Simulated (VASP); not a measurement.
# TePb (P6_3/mmc) in VASP: a series of runs

The runs below take TePb through single point, with PBE.

Program: VASP 6.6.1. These are calculated values, not measurements. Logs are shortened: lines on timing, memory, paths and dates and some standing lists are left out, and cuts for length are marked.

## 1. The cell of the first run

The structure is hexagonal, space group P6_3/mmc (No. 194). The conventional cell has a = 4.571 Å, b = 4.571 Å, c = 7.962 Å, α = 90.00°, β = 90.00°, γ = 120.00°. Pb (site symmetry -3m) has 6 Te at 3.31 Å and 2 Pb at 3.98 Å within 4.3 Å. Within 4.3 Å of Te (site symmetry -6m2) lie 6 Pb at 3.31 Å.

## 2. Single point, PBE

Input file INCAR:

```
SYSTEM = TePb
  PREC = Accurate
  ENCUT = 520
  EDIFF = 1E-7
  ISMEAR = 0
  SIGMA = 0.05
  LREAL = .False.
  LASPH = .True.
  NELM = 80
  ALGO = Normal
  ISIF = 2
  LWAVE = .False.
  LCHARG = .False.
  GGA = PE
  NBANDS = 28
```

Input file KPOINTS:

```
regular mesh
0
Gamma
  8 8 6
  0 0 0
```

Input file POSCAR:

```
TePb
1.0
    4.5708116970      0.0000000000      0.0000000000
   -2.2854058485      3.9584390456      0.0000000000
    0.0000000000      0.0000000000      7.9620835827
Pb Te
2 2
Direct
    0.0000000000      0.0000000000      0.0000000000
    0.0000000000      0.0000000000      0.5000000000
    0.3333333333      0.6666666667      0.2500000000
    0.6666666667      0.3333333333      0.7500000000
```

Potentials or basis: VASP PAW PBE potentials, release 64 (Pb_d, Te).

Command:

```
$ cat potpaw_PBE.64/Pb_d/POTCAR potpaw_PBE.64/Te/POTCAR > POTCAR
$ mpirun -np 1 vasp_std > vasp.out
```

OUTCAR:

```text
SYSTEM = TePb
   PREC = Accurate
   ENCUT = 520
   EDIFF = 1E-7
   ISMEAR = 0
   LREAL = .False.
   LASPH = .True.
   NELM = 80
   ISIF = 2
   GGA = PE

 ion  position               nearest neighbor table
   1  0.000  0.000  0.000-   3 3.31   4 3.31   4 3.31   3 3.31   4 3.31   3 3.31   2 3.98   2 3.98

   2  0.000  0.000  0.500-   3 3.31   4 3.31   4 3.31   3 3.31   4 3.31   3 3.31   1 3.98   1 3.98

   3  0.333  0.667  0.250-   1 3.31   2 3.31   1 3.31   2 3.31   1 3.31   2 3.31
   4  0.667  0.333  0.750-   1 3.31   2 3.31   1 3.31   2 3.31   1 3.31   2 3.31

  LATTYP: Found a hexagonal cell.
 ALAT       =     4.5708116970
 C/A-ratio  =     1.7419408434

  Lattice vectors:

 A1 = (   4.5708116970,   0.0000000000,   0.0000000000)
 A2 = (  -2.2854058485,   3.9584390456,   0.0000000000)
 A3 = (   0.0000000000,   0.0000000000,   7.9620835827)

Analysis of symmetry for initial positions (statically):
=====================================================================
 Subroutine PRICEL returns:
 Original cell was already a primitive cell.

 Routine SETGRP: Setting up the symmetry group for a
 hexagonal supercell.

 Subroutine GETGRP returns: Found 24 space group operations
 (whereof 12 operations were pure point group operations)
 out of a pool of 24 trial point group operations.

The static configuration has the point symmetry D_3d.
 The point group associated with its full space group is D_6h.

Analysis of symmetry for dynamics (positions and initial velocities):
=====================================================================
 Subroutine PRICEL returns:
 Original cell was already a primitive cell.

 Routine SETGRP: Setting up the symmetry group for a
 hexagonal supercell.

 Subroutine GETGRP returns: Found 24 space group operations
 (whereof 12 operations were pure point group operations)
 out of a pool of 24 trial point group operations.

The dynamic configuration has the point symmetry D_3d.
 The point group associated with its full space group is D_6h.

 Subroutine INISYM returns: Found 24 space group operations
 (whereof 12 operations are pure point group operations),
 and found     1 'primitive' translations

----------------------------------------------------------------------------------------

                                     Primitive cell

  volume of cell :     144.0602

  direct lattice vectors                    reciprocal lattice vectors
     4.570811697  0.000000000  0.000000000     0.218779522  0.126312416  0.000000000
    -2.285405848  3.958439046  0.000000000     0.000000000  0.252624832  0.000000000
[... 91 lines left out ...]
   EDIFFG = 0.1E-05   stopping-criterion for IOM
   NSW    =      0    number of steps for IOM
   IBRION =     -1    ionic relax: 0-MD 1-quasi-New 2-CG
   NFREE  =      0    steps in history (QN), initial steepest desc. (CG)
   ISIF   =      2    stress and relaxation
   ISYM   =      2    0-nonsym 1-usesym 2-fastsym
   POTIM  = 0.5000    time-step for ionic-motion
   TEBEG  =    0.0;   TEEND  =   0.0 temperature during run
   PSTRESS=    0.0 pullay stress
   NELECT =      40.0000    total number of electrons
   NUPDOWN=      -1.0000    fix difference up-down
   EMIN   =  10.00;   EMAX   =-10.00  energy-range for DOS
   EFERMI =   0.00;   METHOD = LEGACY
   ISMEAR =     0;   SIGMA  =   0.05  broadening in eV -4-tet -1-fermi 0-gaus
   EFERMI_NEDOS =   21; number of points for ismear=-14 and -15
   IALGO  =     38    algorithm
   IMIX   =      4    mixing-type and parameters
     AMIX     =   0.40;   BMIX     =  1.00
     AMIX_MAG =   1.60;   BMIX_MAG =  1.00
  volume/ion in A,a.u.               =      36.02       243.04
  Fermi-wavevector in a.u.,A,eV,Ry     =   1.068022  2.018269 15.519768  1.140671
  Thomas-Fermi vector in A             =   2.203657
   LORBIT       =      0    0 simple, 1 ext, 2 COOP (PROOUT), +10 PAW based schemes
   GGA     = PE    functional components
   LHFCALC =     F    Hartree Fock is set to
   AEXX    =    0.0000 exact exchange contribution
   IVDW    =     0    specifies the selected vdW correction
   LEPSILON=     F    determine dielectric tensor
   LRPA    =     F    only Hartree local field effects (RPA)
 non-spin polarized calculation
 Gauss-broadening in eV      SIGMA  =   0.05
  energy-cutoff  :      520.00
  volume of cell :      144.06
 maximum number of plane-waves:      3942
 NGX is ok and might be reduce to    36
   NGX = 17   NGY = 17   NGZ = 29

 number of electron      40.0000009 magnetization

 Free energy of the ion-electron system (eV)
  ---------------------------------------------------
  ext. energy  EPLUGINS =         0.00000000
  ---------------------------------------------------
  free energy    TOTEN  =       -14.90865152 eV

  energy without entropy =      -14.90864765  energy(sigma->0) =      -14.90864958

 E-fermi :   5.3803     XC(G=0):  -8.9916

 val. band max:        5.2637283695   @ k =   0.3750   0.2500   0.0000
 cond. band min:       5.4767552683   @ k =   0.0000   0.0000   0.0000
 fundamental gap:      0.2130268987
 Fermi energy:         5.3803055868

 k-point     1 :       0.0000    0.0000    0.0000
  band No.  band energies     occupation
      1     -11.8549      2.00000
      2     -11.8389      2.00000
      3     -11.8389      2.00000
      4     -11.8275      2.00000
      5     -11.8275      2.00000
      6     -11.8192      2.00000
[... 733 lines left out ...]
     27      10.7106      0.00000
     28      11.6706      0.00000

 [... further k-points ...]

------------------------ aborting loop because EDIFF is reached ----------------------------------------

  FORCE on cell =-STRESS in cart. coord.  units (eV):
  Direction    XX          YY          ZZ          XY          YZ          ZX
  --------------------------------------------------------------------------------------
  -------------------------------------------------------------------------------------
  Total       -0.0434770     -0.0434770     -0.0282666      0.0000000      0.0000000      0.0000000
  in kB       -0.4835325     -0.4835325     -0.3143698      0.0000000      0.0000000      0.0000000
  external PRESSURE =      -0.4271449 kB  Pullay stress =       0.0000000 kB

 VOLUME and BASIS-vectors are now :
 -----------------------------------------------------------------------------
  energy-cutoff  :      520.00
  volume of cell :      144.06
      direct lattice vectors                 reciprocal lattice vectors
     4.570811697  0.000000000  0.000000000     0.218779522  0.126312416  0.000000000
    -2.285405848  3.958439046  0.000000000     0.000000000  0.252624832  0.000000000
     0.000000000  0.000000000  7.962083583     0.000000000  0.000000000  0.125595265

 POSITION                                       TOTAL-FORCE (eV/Angst)
 -----------------------------------------------------------------------------------
      0.00000      0.00000      0.00000        -0.000000     -0.000000      0.000000
      0.00000      0.00000      3.98104        -0.000000     -0.000000      0.000000
     -0.00000      2.63896      1.99052         0.000000     -0.000000     -0.000000
      2.28541      1.31948      5.97156        -0.000000      0.000000     -0.000000
 -----------------------------------------------------------------------------------
    total drift:                               -0.000000      0.000000     -0.000000

  FREE ENERGIE OF THE ION-ELECTRON SYSTEM (eV)
  ---------------------------------------------------
  free  energy   TOTEN  =       -14.9086515225 eV

  energy  without entropy=      -14.9086476473  energy(sigma->0) =      -14.90864958
```

OSZICAR:

```text
N       E                     dE             d eps       ncg     rms          rms(c)
DAV:   1     0.383172879748E+03    0.38317E+03   -0.17717E+04  2240   0.138E+03
DAV:   2     0.231668728847E+02   -0.36001E+03   -0.35033E+03  2268   0.368E+02
DAV:   3    -0.136106784029E+02   -0.36778E+02   -0.36133E+02  2936   0.137E+02
DAV:   4    -0.151533472521E+02   -0.15427E+01   -0.15393E+01  2732   0.310E+01
DAV:   5    -0.152175064867E+02   -0.64159E-01   -0.64157E-01  2876   0.617E+00    0.418E+00
DAV:   6    -0.149114239661E+02    0.30608E+00   -0.67063E-01  3008   0.463E+00    0.263E+00
DAV:   7    -0.149060605313E+02    0.53634E-02   -0.22739E-01  2800   0.184E+00    0.110E+00
DAV:   8    -0.149082512848E+02   -0.21908E-02   -0.26330E-02  2444   0.125E+00    0.359E-01
DAV:   9    -0.149087825859E+02   -0.53130E-03   -0.37009E-03  2844   0.474E-01    0.746E-02
DAV:  10    -0.149086281562E+02    0.15443E-03   -0.74523E-04  2616   0.203E-01    0.443E-02
DAV:  11    -0.149086663758E+02   -0.38220E-04   -0.42399E-04  2704   0.128E-01    0.660E-02
DAV:  12    -0.149086544257E+02    0.11950E-04   -0.48342E-05  2424   0.346E-02    0.366E-02
DAV:  13    -0.149086552743E+02   -0.84862E-06   -0.30929E-06  2572   0.876E-03    0.414E-02
DAV:  14    -0.149086513498E+02    0.39246E-05   -0.95113E-06  2996   0.229E-02    0.221E-03
DAV:  15    -0.149086514512E+02   -0.10140E-06   -0.12093E-06  2180   0.547E-03    0.441E-03
DAV:  16    -0.149086515225E+02   -0.71377E-07   -0.51398E-08  1204   0.214E-03
   1 F= -.14908652E+02 E0= -.14908650E+02  d E =-.387525E-05
```

stdout:

```text
POSCAR found type information on POSCAR PbTe
 POSCAR found :  2 types and       4 ions
 scaLAPACK will be used
 LDA part: xc-table for (Slater+PW92), standard interpolation
 POSCAR, INCAR and KPOINTS ok, starting setup
 FFT: planning ... GRIDC
 FFT: planning ... GRID_SOFT
 FFT: planning ... GRID
 WAVECAR not read
 entering main loop
```

It took 4.2 min on 1 thread of Intel Xeon 8259CL, shared host; peak memory 0.34 GiB.

What came out:

```
Free energy            : -14.9087 eV
Pressure               : 0.0 GPa
Band gap on the k mesh : 0.21 eV (least direct gap 0.22 eV)
```

Levels at points of the mesh, in eV from the valence-band top:
| k point | band 16 | band 17 | band 18 | band 19 | band 20 | band 21 | band 22 | band 23 | band 24 | band 25 |
| --- | --- | --- | --- | --- | --- | --- | --- | --- | --- | --- |
| (0.00, 0.00, 0.00) | -1.48 | -1.48 | -0.95 | -0.95 | -0.01 | 0.21 | 2.10 | 2.10 | 2.44 | 2.44 |
| (0.50, 0.00, 0.00) | -3.69 | -2.70 | -1.10 | -1.09 | -0.91 | 0.32 | 1.03 | 2.09 | 3.70 | 4.24 |
| (0.00, 0.00, 0.50) | -1.28 | -1.22 | -1.22 | -1.22 | -1.22 | 2.17 | 2.17 | 2.18 | 2.18 | 2.18 |
| (0.50, 0.00, 0.50) | -2.98 | -2.36 | -2.36 | -2.12 | -2.12 | 2.09 | 2.09 | 2.83 | 2.83 | 2.86 |

Caveat: spin-orbit coupling is left out, which moves the levels of the heavy elements. A k mesh can miss the band edges.

## 3. Single point, PBE

Input file INCAR:

```
PREC = Accurate ; ENCUT = 520
EDIFF = 1E-7 ; ISMEAR = 0
SIGMA = 0.05 ; LREAL = F
LASPH = T ; NELM = 100
ALGO = Normal ; ISIF = 2
LWAVE = F ; LCHARG = F
GGA = PE ; NBANDS = 28
```

Input file KPOINTS:

```
regular mesh
0
Gamma
  8 8 6
```

POSCAR is that of step 2.

Potentials or basis: VASP PAW PBE potentials, release 64 (Pb_d, Te).

Command:

```
$ cat potpaw_PBE.64/Pb_d/POTCAR potpaw_PBE.64/Te/POTCAR > POTCAR
$ mpirun -np 1 vasp_std > vasp.out
```

It took 4.5 min on 1 thread of Intel Xeon 8259CL, shared host; peak memory 0.34 GiB.

Results (log left out):

```
Free energy            : -14.9087 eV
Pressure               : 0.0 GPa
Band gap on the k mesh : 0.21 eV (least direct gap 0.22 eV)
```

Levels at points of the mesh, in eV from the valence-band top:
```csv
k point,band 16,band 17,band 18,band 19,band 20,band 21,band 22,band 23,band 24,band 25
"(0.00, 0.00, 0.00)",-1.48,-1.48,-0.95,-0.95,-0.01,0.21,2.10,2.10,2.44,2.44
"(0.50, 0.00, 0.00)",-3.69,-2.70,-1.10,-1.09,-0.91,0.32,1.03,2.09,3.70,4.24
"(0.00, 0.00, 0.50)",-1.28,-1.22,-1.22,-1.22,-1.22,2.17,2.17,2.18,2.18,2.18
"(0.50, 0.00, 0.50)",-2.98,-2.36,-2.36,-2.12,-2.12,2.09,2.09,2.83,2.83,2.86
```

Caveat: spin-orbit coupling is left out, which moves the levels of the heavy elements. A k mesh can miss the band edges.

## 4. Single point, PBE (36.74 Å³/atom)

This run uses another cell than the first one, of 36.74 Å³/atom.

Input file INCAR:

```
ALGO = Normal ; EDIFF = 1E-6
ENCUT = 520 ; GGA = PE
ISIF = 2 ; ISMEAR = 0
LASPH = True ; LCHARG = True
LELF = True ; LREAL = False
LVHAR = True ; LWAVE = False
NBANDS = 28 ; NELM = 60
PREC = Accurate ; SIGMA = 0.05
```

Input file KPOINTS:

```
k-points
0
Gamma
  8 8 6
```

Input file POSCAR:

```
TePb
1.0
    4.6010828554      0.0000000000      0.0000000000
   -2.3005414277      3.9846546377      0.0000000000
    0.0000000000      0.0000000000      8.0148141498
Pb Te
2 2
Direct
    0.0000000000      0.0000000000      0.0000000000
    0.0000000000      0.0000000000      0.5000000000
    0.3333333333      0.6666666667      0.2500000000
    0.6666666667      0.3333333333      0.7500000000
```

Potentials or basis: VASP PAW PBE potentials, release 64 (Pb_d, Te).

Command:

```
$ cat potpaw_PBE.64/Pb_d/POTCAR potpaw_PBE.64/Te/POTCAR > POTCAR
$ mpirun -np 1 vasp_std > vasp.out
```

OUTCAR:

```text
EDIFF = 1E-6
   ENCUT = 520
   GGA = PE
   ISIF = 2
   ISMEAR = 0
   LASPH = True
   LREAL = False
   NELM = 60
   PREC = Accurate

 ion  position               nearest neighbor table
   1  0.000  0.000  0.000-   3 3.33   4 3.33   4 3.33   3 3.33   4 3.33   3 3.33   2 4.01   2 4.01

   2  0.000  0.000  0.500-   3 3.33   4 3.33   4 3.33   3 3.33   4 3.33   3 3.33   1 4.01   1 4.01

   3  0.333  0.667  0.250-   1 3.33   2 3.33   1 3.33   2 3.33   1 3.33   2 3.33
   4  0.667  0.333  0.750-   1 3.33   2 3.33   1 3.33   2 3.33   1 3.33   2 3.33

  LATTYP: Found a hexagonal cell.
 ALAT       =     4.6010828554
 C/A-ratio  =     1.7419408434

  Lattice vectors:

 A1 = (   4.6010828554,   0.0000000000,   0.0000000000)
 A2 = (  -2.3005414277,   3.9846546377,   0.0000000000)
 A3 = (   0.0000000000,   0.0000000000,   8.0148141498)

Analysis of symmetry for initial positions (statically):
=====================================================================
 Subroutine PRICEL returns:
 Original cell was already a primitive cell.

 Routine SETGRP: Setting up the symmetry group for a
 hexagonal supercell.

 Subroutine GETGRP returns: Found 24 space group operations
 (whereof 12 operations were pure point group operations)
 out of a pool of 24 trial point group operations.

The static configuration has the point symmetry D_3d.
 The point group associated with its full space group is D_6h.

Analysis of symmetry for dynamics (positions and initial velocities):
=====================================================================
 Subroutine PRICEL returns:
 Original cell was already a primitive cell.

 Routine SETGRP: Setting up the symmetry group for a
 hexagonal supercell.

[... 124 lines left out ...]
   ISMEAR =     0;   SIGMA  =   0.05  broadening in eV -4-tet -1-fermi 0-gaus
   EFERMI_NEDOS =   21; number of points for ismear=-14 and -15
   IALGO  =     38    algorithm
   IMIX   =      4    mixing-type and parameters
     AMIX     =   0.40;   BMIX     =  1.00
     AMIX_MAG =   1.60;   BMIX_MAG =  1.00
  volume/ion in A,a.u.               =      36.74       247.90
  Fermi-wavevector in a.u.,A,eV,Ry     =   1.060995  2.004990 15.316226  1.125711
  Thomas-Fermi vector in A             =   2.196396
   LORBIT       =      0    0 simple, 1 ext, 2 COOP (PROOUT), +10 PAW based schemes
   GGA     = PE    functional components
   LHFCALC =     F    Hartree Fock is set to
   AEXX    =    0.0000 exact exchange contribution
   IVDW    =     0    specifies the selected vdW correction
   LEPSILON=     F    determine dielectric tensor
   LRPA    =     F    only Hartree local field effects (RPA)
 non-spin polarized calculation
 Gauss-broadening in eV      SIGMA  =   0.05
  energy-cutoff  :      520.00
  volume of cell :      146.94
 maximum number of plane-waves:      3996
 NGX is ok and might be reduce to    36
   NGX = 17   NGY = 17   NGZ = 29

 number of electron      40.0000005 magnetization

 Free energy of the ion-electron system (eV)
  ---------------------------------------------------
  ext. energy  EPLUGINS =         0.00000000
  ---------------------------------------------------
  free energy    TOTEN  =       -14.90196731 eV

  energy without entropy =      -14.90196660  energy(sigma->0) =      -14.90196696

 E-fermi :   5.1500     XC(G=0):  -8.9044

 val. band max:        5.0169610538   @ k =   0.3750   0.2500   0.0000
 cond. band min:       5.2662030972   @ k =   0.0000   0.0000   0.0000
 fundamental gap:      0.2492420434
 Fermi energy:         5.1500178696

 k-point     1 :       0.0000    0.0000    0.0000
  band No.  band energies     occupation
      1     -12.0630      2.00000
      2     -12.0483      2.00000
      3     -12.0483      2.00000
      4     -12.0388      2.00000
      5     -12.0388      2.00000
      6     -12.0305      2.00000
[... 733 lines left out ...]
     27      10.4735      0.00000
     28      11.4137      0.00000

 [... further k-points ...]

------------------------ aborting loop because EDIFF is reached ----------------------------------------

  FORCE on cell =-STRESS in cart. coord.  units (eV):
  Direction    XX          YY          ZZ          XY          YZ          ZX
  --------------------------------------------------------------------------------------
  -------------------------------------------------------------------------------------
  Total       -0.7039244     -0.7039244     -0.8202417      0.0000000      0.0000000      0.0000000
  in kB       -7.6752481     -7.6752481     -8.9435148      0.0000000      0.0000000      0.0000000
  external PRESSURE =      -8.0980037 kB  Pullay stress =       0.0000000 kB

 VOLUME and BASIS-vectors are now :
 -----------------------------------------------------------------------------
  energy-cutoff  :      520.00
  volume of cell :      146.94
      direct lattice vectors                 reciprocal lattice vectors
     4.601082855  0.000000000  0.000000000     0.217340142  0.125481389  0.000000000
    -2.300541428  3.984654638  0.000000000     0.000000000  0.250962779  0.000000000
     0.000000000  0.000000000  8.014814150     0.000000000  0.000000000  0.124768957

 POSITION                                       TOTAL-FORCE (eV/Angst)
 -----------------------------------------------------------------------------------
      0.00000      0.00000      0.00000        -0.000000     -0.000000      0.000000
      0.00000      0.00000      4.00741        -0.000000     -0.000000      0.000000
     -0.00000      2.65644      2.00370        -0.000000      0.000000      0.000000
      2.30054      1.32822      6.01111         0.000000     -0.000000     -0.000000
 -----------------------------------------------------------------------------------
    total drift:                               -0.000000      0.000000     -0.000000

  FREE ENERGIE OF THE ION-ELECTRON SYSTEM (eV)
  ---------------------------------------------------
  free  energy   TOTEN  =       -14.9019673091 eV

  energy  without entropy=      -14.9019666026  energy(sigma->0) =      -14.90196696
```

stdout:

```text
POSCAR found type information on POSCAR PbTe
 POSCAR found :  2 types and       4 ions
 scaLAPACK will be used
 LDA part: xc-table for (Slater+PW92), standard interpolation
 POSCAR, INCAR and KPOINTS ok, starting setup
 FFT: planning ... GRIDC
 FFT: planning ... GRID_SOFT
 FFT: planning ... GRID
 WAVECAR not read
 entering main loop
```

Run time: 3.7 min. Hardware: 1 thread of Intel Xeon 8259CL, shared host; peak memory 0.34 GiB.

What came out:

```yaml
Free_energy: -14.9020 eV
Pressure: -0.8 GPa
Band_gap_on_the_k_mesh: 0.25 eV (least direct gap 0.27 eV)
```

Stress tensor (GPa, compression positive):
```
-0.77  0.00  0.00
 0.00 -0.77  0.00
 0.00  0.00 -0.89
```

Caveat: spin-orbit coupling is left out, which moves the levels of the heavy elements. A k mesh can miss the band edges.
